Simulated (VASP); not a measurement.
# BN (F-43m) in VASP: further runs, part 3 of 3

VASP 6.6.1. The steps go on from the part before.

### 5 Vibrations by perturbation theory, PBEsol

This run uses another cell than the first one, of 5.59 Å³/atom, 0.975 times its volume.

INCAR reads:

```
PREC = Accurate
ENCUT = 520
EDIFF = 1E-8
ISMEAR = 0
SIGMA = 0.01
LREAL = False
LASPH = True
NELM = 60
ALGO = Normal
ISIF = 2
LWAVE = False
LCHARG = False
GGA = PS
IBRION = 8
NSW = 1
LEPSILON = True
```

KPOINTS reads:

```
Automatic mesh
0
Gamma
  12 12 12
```

POSCAR reads:

```
BN
1.0
    0.0000000000      1.7744856826      1.7744856826
    1.7744856826      0.0000000000      1.7744856826
    1.7744856826      1.7744856826      0.0000000000
B N
1 1
Direct
    0.0000000000      0.0000000000      0.0000000000
    0.7500000000      0.7500000000      0.7500000000
```

Potentials or basis: VASP PAW PBE potentials, release 64 (B, N).

Run with:

```sh
$ cat potpaw_PBE.64/B/POTCAR potpaw_PBE.64/N/POTCAR > POTCAR
$ mpirun -np 1 vasp_std > vasp.out
```

OUTCAR:

```text
PREC = Accurate
   ENCUT = 520
   EDIFF = 1E-8
   ISMEAR = 0
   LREAL = False
   LASPH = True
   NELM = 60
   ISIF = 2
   GGA = PS
   IBRION = 8
   NSW = 1
   LEPSILON = True

 ion  position               nearest neighbor table
   1  0.000  0.000  0.000-   2 1.54   2 1.54   2 1.54   2 1.54
   2  0.750  0.750  0.750-   1 1.54   1 1.54   1 1.54   1 1.54

  LATTYP: Found a face centered cubic cell.
 ALAT       =     3.5489713652

  Lattice vectors:

 A1 = (   0.0000000000,   1.7744856826,   1.7744856826)
 A2 = (   1.7744856826,   0.0000000000,   1.7744856826)
 A3 = (   1.7744856826,   1.7744856826,   0.0000000000)

Analysis of symmetry for initial positions (statically):
=====================================================================
 Subroutine PRICEL returns:
 Original cell was already a primitive cell.

 Routine SETGRP: Setting up the symmetry group for a
 face centered cubic supercell.

 Subroutine GETGRP returns: Found 24 space group operations
 (whereof 24 operations were pure point group operations)
 out of a pool of 48 trial point group operations.

The static configuration has the point symmetry T_d .

Analysis of symmetry for dynamics (positions and initial velocities):
=====================================================================
 Subroutine PRICEL returns:
 Original cell was already a primitive cell.

 Routine SETGRP: Setting up the symmetry group for a
 face centered cubic supercell.

 Subroutine GETGRP returns: Found 24 space group operations
[... 522 lines left out ...]
          XX          YY          ZZ          XY          YZ          ZX
  --------------------------------------------------------------------------------
  x    -0.00000     0.00000     0.00000     0.00000     1.03089     0.00000
  y     0.00000     0.00000    -0.00000     0.00000     0.00000     1.03089
  z    -0.00000    -0.00000    -0.00000     1.03089     0.00000     0.00000

 BORN EFFECTIVE CHARGES (including local field effects) (in |e|, cummulative output)
 ---------------------------------------------------------------------------------
 ion    1
    1     1.87609     0.00000     0.00000
    2    -0.00000     1.87609    -0.00000
    3     0.00000     0.00000     1.87609
 ion    2
    1    -1.87609    -0.00000    -0.00000
    2     0.00000    -1.87609     0.00000
    3    -0.00000    -0.00000    -1.87609

 INTERNAL STRAIN TENSOR FOR ION    2 for displacements in x,y,z  (eV/Angst):
          X           Y           Z          XY          YZ          ZX
  --------------------------------------------------------------------------------
  x    -0.00000    -0.00000     0.00000     0.00000     5.06005     0.00000
  y    -0.00000    -0.00000     0.00000     0.00000     0.00000     5.06005
  z     0.00000    -0.00000    -0.00000     5.06005     0.00000     0.00000

 SECOND DERIVATIVES (NOT SYMMETRIZED)
 ------------------------------------
               1X          1Y          1Z          2X          2Y          2Z
  1X   -27.730950    0.000000    0.000000   27.730950    0.000000    0.000000
  1Y     0.000000  -27.730950    0.000000    0.000000   27.730950    0.000000
  1Z     0.000000    0.000000  -27.730950    0.000000    0.000000   27.730950
  2X    27.719970    0.000000    0.000000  -27.719970    0.000000    0.000000
  2Y     0.000000   27.719970    0.000000    0.000000  -27.719970    0.000000
  2Z     0.000000    0.000000   27.719970    0.000000    0.000000  -27.719970

 Eigenvectors and eigenvalues of the dynamical matrix
 ----------------------------------------------------

   1 f  =   33.328369 THz   209.408318 2PiTHz 1111.714723 cm-1   137.834997 meV
             X         Y         Z           dx          dy          dz
      0.000000  0.000000  0.000000    -0.751253    0.000000    0.000000
      2.661729  2.661729  2.661729     0.660015    0.000000    0.000000
[... 21 lines left out ...]
   6 f/i=    0.003272 THz     0.020560 2PiTHz    0.109148 cm-1     0.013533 meV
             X         Y         Z           dx          dy          dz
      0.000000  0.000000  0.000000     0.000000    0.000000   -0.660015
      2.661729  2.661729  2.661729     0.000000    0.000000   -0.751253

--------------------------------------------------------------------------------------------------------

 MACROSCOPIC STATIC DIELECTRIC TENSOR IONIC CONTRIBUTION
 ------------------------------------------------------
           2.055635    -0.000000     0.000000
          -0.000000     2.055635     0.000000
           0.000000     0.000000     2.055635
 ------------------------------------------------------

 ELASTIC MODULI CONTR FROM IONIC RELAXATION (kBar)
 Direction    XX          YY          ZZ          XY          YZ          ZX
 --------------------------------------------------------------------------------
 XX          -0.0000      0.0000      0.0000     -0.0000      0.0000     -0.0000
 YY           0.0000     -0.0000      0.0000     -0.0000     -0.0000      0.0000
 ZZ           0.0000      0.0000     -0.0000     -0.0000     -0.0000     -0.0000
 XY          -0.0000     -0.0000     -0.0000   -128.0484      0.0000      0.0000
 YZ           0.0000     -0.0000     -0.0000      0.0000   -128.0484      0.0000
 ZX          -0.0000      0.0000     -0.0000      0.0000      0.0000   -128.0484
 --------------------------------------------------------------------------------

 PIEZOELECTRIC TENSOR IONIC CONTR  for field in x, y, z        (C/m^2)
          XX          YY          ZZ          XY          YZ          ZX
  --------------------------------------------------------------------------------
  x     0.00000    -0.00000    -0.00000    -0.00000    -0.48276    -0.00000
  y    -0.00000     0.00000    -0.00000     0.00000     0.00000    -0.48276
  z    -0.00000    -0.00000    -0.00000    -0.48276    -0.00000    -0.00000
```

stdout:

```text
POSCAR found type information on POSCAR B N
 POSCAR found :  2 types and       2 ions
 scaLAPACK will be used
 -----------------------------------------------------------------------------
|                                                                             |
|                                                                             |
[... 39 lines left out ...]
 first order change of Fermi-energy  -0.58275E-05
 force on displaced ion       1 direction 1 : -27.731  -0.000  -0.000
 Born effective charge ion    1 direction 1 :   1.876   0.000   0.000
 Linear response progress:
 first order change of Fermi-energy   0.26935E-03
 force on displaced ion       2 direction 1 : -27.720   0.000   0.000
 Born effective charge ion    2 direction 1 :  -1.875   0.000   0.000
 Born effective charges drift removed
 Linear response finished
```

Run time: 98 s. Hardware: 1 thread of Intel Xeon Platinum 8488C (Sapphire Rapids), shared host; peak memory 0.18 GiB.

Results:

| Item | Value |
| --- | --- |
| Electronic dielectric tensor (diagonal) | 4.59 |
| Born charges (mean of the diagonal) | B +1.88; N -1.88 e |
| Highest phonon frequency at Γ, LO-TO splitting left out | 1112 cm⁻¹ |

Phonon frequencies in cm⁻¹ (negative: imaginary):
| q point | frequencies |
| --- | --- |
| (0.000, 0.000, 0.000) | 0 0 0 1112 1112 1112 |

Electronic dielectric tensor:
```
4.59 0.00 0.00
0.00 4.59 0.00
0.00 0.00 4.59
```

Born effective charge tensors (e):
atom 1, B
```
1.88 0.00 0.00
0.00 1.88 0.00
0.00 0.00 1.88
```
atom 2, N
```
-1.88  0.00  0.00
 0.00 -1.88  0.00
 0.00  0.00 -1.88
```

Caveat: the cell wasn't relaxed at this level first, which shifts response properties; the PAW data sets were made with another functional, which shifts forces and pressure a little.

### 6 Vibrations by perturbation theory, PBEsol

This run uses another cell than the first one, of 5.69 Å³/atom, 0.993 times its volume.

INCAR reads:

```
ALGO = Normal ; EDIFF = 1E-8
ENCUT = 520 ; GGA = PS
IBRION = 8 ; ISIF = 2
ISMEAR = 0 ; LASPH = T
LCHARG = F ; LEPSILON = T
LREAL = F ; LWAVE = F
NBANDS = 11 ; NELM = 60
NSW = 1 ; PREC = Accurate
SIGMA = 0.01
```

KPOINTS reads:

```
k-points
0
Gamma
  12 12 12
```

POSCAR reads:

```
BN
1.0
    0.0000000000      1.7852147961      1.7852147961
    1.7852147961      0.0000000000      1.7852147961
    1.7852147961      1.7852147961      0.0000000000
B N
1 1
Direct
    0.0000000000      0.0000000000      0.0000000000
    0.7500000000      0.7500000000      0.7500000000
```

Potentials or basis: VASP PAW PBE potentials, release 64 (B, N).

Run with:

```sh
$ cat potpaw_PBE.64/B/POTCAR potpaw_PBE.64/N/POTCAR > POTCAR
$ mpirun -np 1 vasp_std > vasp.out
```

OUTCAR:

```text
EDIFF = 1E-8
   ENCUT = 520
   GGA = PS
   IBRION = 8
   ISIF = 2
   ISMEAR = 0
   LASPH = T
   LEPSILON = T
   LREAL = F
   NELM = 60
   NSW = 1
   PREC = Accurate

 ion  position               nearest neighbor table
   1  0.000  0.000  0.000-   2 1.55   2 1.55   2 1.55   2 1.55
   2  0.750  0.750  0.750-   1 1.55   1 1.55   1 1.55   1 1.55

  LATTYP: Found a face centered cubic cell.
 ALAT       =     3.5704295922

  Lattice vectors:

 A1 = (   0.0000000000,   1.7852147961,   1.7852147961)
 A2 = (   1.7852147961,   0.0000000000,   1.7852147961)
 A3 = (   1.7852147961,   1.7852147961,   0.0000000000)

Analysis of symmetry for initial positions (statically):
=====================================================================
 Subroutine PRICEL returns:
 Original cell was already a primitive cell.

 Routine SETGRP: Setting up the symmetry group for a
[... 634 lines left out ...]

 SECOND DERIVATIVES (NOT SYMMETRIZED)
 ------------------------------------
               1X          1Y          1Z          2X          2Y          2Z
  1X   -26.554658    0.000000    0.000000   26.554658    0.000000    0.000000
  1Y     0.000000  -26.554658    0.000000    0.000000   26.554658    0.000000
  1Z     0.000000    0.000000  -26.554658    0.000000    0.000000   26.554658
  2X    26.545405    0.000000    0.000000  -26.545405    0.000000    0.000000
  2Y     0.000000   26.545405    0.000000    0.000000  -26.545405    0.000000
  2Z     0.000000    0.000000   26.545405    0.000000    0.000000  -26.545405

 Eigenvectors and eigenvalues of the dynamical matrix
 ----------------------------------------------------

   1 f  =   32.614185 THz   204.920971 2PiTHz 1087.892127 cm-1   134.881373 meV
             X         Y         Z           dx          dy          dz
      0.000000  0.000000  0.000000    -0.751245    0.000000    0.000000
      2.677822  2.677822  2.677822     0.660023    0.000000    0.000000
[... 21 lines left out ...]
   6 f/i=    0.002818 THz     0.017705 2PiTHz    0.093992 cm-1     0.011653 meV
             X         Y         Z           dx          dy          dz
      0.000000  0.000000  0.000000     0.000000    0.000000   -0.660023
      2.677822  2.677822  2.677822     0.000000    0.000000   -0.751245

--------------------------------------------------------------------------------------------------------

 MACROSCOPIC STATIC DIELECTRIC TENSOR IONIC CONTRIBUTION
 ------------------------------------------------------
           2.127980    -0.000000     0.000000
          -0.000000     2.127980    -0.000000
           0.000000    -0.000000     2.127980
 ------------------------------------------------------

 ELASTIC MODULI CONTR FROM IONIC RELAXATION (kBar)
 Direction    XX          YY          ZZ          XY          YZ          ZX
 --------------------------------------------------------------------------------
 XX          -0.0000     -0.0000     -0.0000      0.0000      0.0000      0.0000
 YY          -0.0000     -0.0000     -0.0000      0.0000      0.0000     -0.0000
 ZZ          -0.0000     -0.0000     -0.0000      0.0000      0.0000      0.0000
 XY           0.0000      0.0000      0.0000    -85.2838      0.0000      0.0000
 YZ           0.0000      0.0000      0.0000      0.0000    -85.2838      0.0000
 ZX           0.0000     -0.0000      0.0000      0.0000      0.0000    -85.2838
 --------------------------------------------------------------------------------

 PIEZOELECTRIC TENSOR IONIC CONTR  for field in x, y, z        (C/m^2)
          XX          YY          ZZ          XY          YZ          ZX
  --------------------------------------------------------------------------------
  x     0.00000     0.00000     0.00000     0.00000    -0.40086     0.00000
  y     0.00000    -0.00000     0.00000     0.00000     0.00000    -0.40086
  z     0.00000     0.00000     0.00000    -0.40086     0.00000     0.00000
```

Run time: 1.8 min. Hardware: 1 thread of Intel Xeon 6975P-C (Granite Rapids), shared host; peak memory 0.2 GiB.

Results:

```yaml
Electronic_dielectric_tensor_diagonal: 4.60
Born_charges_mean_of_the_diagonal: B +1.88; N -1.88 e
Highest_phonon_frequency_at_Γ_LO-TO_splitting_left_out: 1088 cm⁻¹
```

Phonon frequencies in cm⁻¹ (negative: imaginary):
```tsv
q point	frequencies
(0.000, 0.000, 0.000)	0 0 0 1088 1088 1088
```

Electronic dielectric tensor:
```
4.60 0.00 0.00
0.00 4.60 0.00
0.00 0.00 4.60
```

Born effective charge tensors (e):
atom 1, B
```
1.88 0.00 0.00
0.00 1.88 0.00
0.00 0.00 1.88
```
atom 2, N
```
-1.88  0.00  0.00
 0.00 -1.88  0.00
 0.00  0.00 -1.88
```

Caveat: the cell wasn't relaxed at this level first, which shifts response properties; the PAW data sets were made with another functional, which shifts forces and pressure a little.
